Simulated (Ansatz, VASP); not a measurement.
## Two plane-wave programs on SnTe

File INCAR:

```
SYSTEM = SnTe
PREC = Accurate ; ENCUT = 520
EDIFF = 1E-8 ; ISMEAR = -1
SIGMA = 0.08 ; LREAL = .FALSE.
LASPH = .TRUE. ; NELM = 80
ALGO = Normal ; ISIF = 2
LWAVE = .FALSE. ; LCHARG = .FALSE.
GGA = PS ; LEFG = .TRUE.
NBANDS = 17
```

File KPOINTS:

```
regular mesh
0
G
  11 11 11
  0 0 0
```

File POSCAR:

```
SnTe
1.0
    0.0000000000      3.1565000000      3.1880650000
    3.1565000000      0.0000000000      3.1880650000
    3.1565000000      3.1565000000      0.0000000000
Sn Te
1 1
Direct
    0.0000000000      0.0000000000      0.0000000000
    0.5000000000      0.5000000000      0.5000000000
```

Input for Ansatz:

```yaml
crystal:
  lattice:
    - [0.0, 3.1565, 3.188065]
    - [3.1565, 0.0, 3.188065]
    - [3.1565, 3.1565, 0.0]
  atoms:
    - { symbol: Sn, position: [0.0, 0.0, 0.0] }
    - { symbol: Te, position: [0.5, 0.5, 0.5] }
kpoints:
  mp_grid: { grid: [11, 11, 11] }
scf:
  occupations: { method: fermi_dirac, width: 0.08 }
hamiltonian:
  xc: pbesol
  pseudopotentials: { kind: paw }
output:
  forces: true
  stress: true
  eigenvalues: true
  efg: { contact_densities: true }
```

Change from the starting cell: zz strain of +1 %, PAW files.

Alike in both runs: task electric field gradients; functional PBEsol; k mesh 11 × 11 × 11; occupations fermi-dirac, width 0.08 eV; no spin polarisation.

```csv
,VASP,Ansatz
version,VASP 6.6.1,Ansatz 0.2.0
potentials or method,"VASP PAW PBE potentials, release 64 (Sn_d, Te)","PAW with Ansatz's default frozen-core files, scalar-relativistic"
plane-wave cutoff (eV),520,420
valence electrons in the cell,20,30
```

VASP gave:

```
pressure (GPa)                                                : -1.0
traceless stress, the component that is largest in VASP (GPa) : -0.80
size of Vzz on the site where it differs most (V/Å²)          : 3.5
```

Task: What did Ansatz give for the same quantities?

Result: Pressure (GPa): -1.0; traceless stress, the component that is largest in VASP (GPa): -0.80; size of Vzz on the site where it differs most (V/Å²): 3.1.

VASP's potentials were made for PBE, not for PBEsol. VASP's potentials hold 20 valence electrons a cell and Ansatz's 30, so a difference there can come from the potentials and not from the codes.

Neither program's run includes spin-orbit coupling.
